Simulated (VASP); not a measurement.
Here is a VASP 6.6.1 calculation.

File INCAR:

```
SYSTEM = CaO3
PREC = Accurate
ENCUT = 520
EDIFF = 1E-7
ISMEAR = 0
SIGMA = 0.1
LREAL = .FALSE.
LASPH = .TRUE.
NELM = 150
ALGO = Normal
ISIF = 2
LWAVE = .FALSE.
LCHARG = .TRUE.
ISPIN = 2
MAGMOM = 0 1.46 1.46 1.46
LORBIT = 11
GGA = PE
LELF = .TRUE.
LVHAR = .TRUE.
NBANDS = 26
```

File KPOINTS:

```
regular mesh
0
G
  6 6 6
  0 0 0
```

Contents of POSCAR:

```
CaO3
1.0
    3.5982067413      0.0000000000      0.0000000000
    0.0000000000      3.5982067413      0.0000000000
    0.0000000000      0.0000000000      3.5982067413
Ca O
1 3
Direct
    0.0000000000      0.0000000000      0.0000000000
    0.0000000000      0.5000000000      0.5000000000
    0.5000000000      0.0000000000      0.5000000000
    0.5000000000      0.5000000000      0.0000000000
```

Potentials or basis: VASP PAW PBE potentials, release 64 (Ca_sv, O).

Launch:

```console
$ cat potpaw_PBE.64/Ca_sv/POTCAR potpaw_PBE.64/O/POTCAR > POTCAR
$ mpirun -np 1 vasp_std > vasp.out
```

Task: Estimate the pressure.

Result: 0.2 GPa.

Task: Estimate the band gap on the k mesh.

Result: Zero (filled and empty bands overlap).
